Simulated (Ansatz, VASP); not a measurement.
Ta in VASP and in Ansatz

Contents of INCAR:

```
ALGO = Normal ; EDIFF = 1E-6
ENCUT = 520 ; GGA = PE
ISIF = 2 ; ISMEAR = -1
LASPH = True ; LCHARG = False
LREAL = False ; LWAVE = False
NBANDS = 24 ; NELM = 100
PREC = Accurate ; SIGMA = 0.08
```

Contents of KPOINTS:

```
k-points
0
Gamma
  9 9 13
```

The input POSCAR:

```
Ta
1.0
    0.0000000000      3.3195547178     -3.3195547178
   -3.3195547178      0.0000000000      3.3195547178
    1.6597773589      1.6597773589      1.6597773589
Ta
3
Direct
    0.0000000000      0.0000000000      0.0000000000
    0.3333333330      0.6666666670      0.3333333330
    0.6666666670      0.3333333330      0.6666666670
```

Input for Ansatz:

```yaml
crystal:
  lattice:
    - [0.0, 3.3195547178, -3.3195547178]
    - [-3.3195547178, 0.0, 3.3195547178]
    - [1.6597773589, 1.6597773589, 1.6597773589]
  atoms:
    - { symbol: Ta, position: [0.0, 0.0, 0.0] }
    - { symbol: Ta, position: [0.333333333, 0.666666667, 0.333333333] }
    - { symbol: Ta, position: [0.666666667, 0.333333333, 0.666666667] }
kpoints:
  mp_grid: { grid: [9, 9, 13] }
scf:
  occupations: { method: fermi_dirac, width: 0.08 }
hamiltonian:
  xc: pbe
  pseudopotentials: { kind: all_electron, lapw: { basis_error: 0.001 } }
output:
  forces: true
  stress: true
  eigenvalues: true
```

Alike in both runs: task single point; functional PBE; k mesh 9 × 9 × 13; occupations fermi-dirac, width 0.08 eV; no spin polarisation.

```csv
,VASP,Ansatz
version,VASP 6.6.1,Ansatz 0.2.0
potentials or method,"VASP PAW PBE potentials, release 64 (Ta_pv), cutoff 520 eV","all-electron LAPW, scalar-relativistic"
```

|  | VASP | Ansatz | Ansatz less VASP |
| --- | --- | --- | --- |
| pressure (GPa) | 0.1 | 0.0 | -0.14 |

Ansatz ran all-electron here, and VASP with PAW potentials.

Spin-orbit coupling is off throughout.
